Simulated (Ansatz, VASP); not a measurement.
## One calculation of PbS, two programs

Contents of POSCAR:

```
PbS
1.0
    2.0659928554     -5.9510856024      0.0000000000
    2.0659928554      5.9510856024      0.0000000000
    0.0000000000      0.0000000000      4.2505997999
Pb S
2 2
Direct
    0.8694366500      0.1305633500      0.7500000000
    0.1305633500      0.8694366500      0.2500000000
    0.6452029100      0.3547970900      0.7500000000
    0.3547970900      0.6452029100      0.2500000000
```

File INCAR.step1:

```
ALGO = Normal
EDIFF = 1E-4
ENCUT = 520
GGA = PE
ISMEAR = -1
LASPH = T
LCHARG = F
LREAL = F
LWAVE = T
NBANDS = 28
NELM = 100
PREC = Accurate
SIGMA = 0.02
```

File INCAR.step2:

```
ALGO = Normal
EDIFF = 1E-6
ENCUT = 520
ISIF = 2
ISMEAR = -1
ISTART = 1
LASPH = T
LCHARG = F
LMIXTAU = T
LREAL = F
LWAVE = F
METAGGA = R2SCAN
NBANDS = 28
NELM = 100
PREC = Accurate
SIGMA = 0.02
```

KPOINTS

```
k-points
0
Gamma
  4 4 4
```

Input for Ansatz:

```yaml
crystal:
  lattice:
    - [2.0659928553552245, -5.951085602371173, 0.0]
    - [2.0659928553552245, 5.951085602371173, 0.0]
    - [0.0, 0.0, 4.250599799850257]
  atoms:
    - { symbol: Pb, position: [0.86943665, 0.13056335, 0.75] }
    - { symbol: Pb, position: [0.13056335, 0.86943665, 0.25] }
    - { symbol: S, position: [0.64520291, 0.35479709, 0.75] }
    - { symbol: S, position: [0.35479709, 0.64520291, 0.25] }
basis:
  ecutwfc: 500.0
kpoints:
  mp_grid:
    grid: [4, 4, 4]
hamiltonian:
  xc: r2scan
scf:
  occupations:
    method: fermi_dirac
    width: 0.02
output:
  stress: true
```

Alike in both runs: task single point; functional r2SCAN; k mesh 4 × 4 × 4; occupations fermi-dirac, width 0.02 eV; no spin polarisation.

```csv
,VASP,Ansatz
version,VASP 6.6.1,Ansatz 0.2.0
potentials or method,"VASP PAW PBE potentials, release 64 (Pb_d, S), cutoff 520 eV","plane waves, PAW"
valence electrons in the cell,40,40
```

```tsv
	VASP	Ansatz	Ansatz less VASP
pressure (GPa)	1.1	1.1	-0.01
traceless stress, the component that is largest in VASP (GPa)	-0.20	-0.20	+0.006
```

VASP's potentials were made for PBE, not for r2SCAN. With one functional, cell and mesh, what is left measures potentials, basis and numerics.

Neither program's run includes spin-orbit coupling.
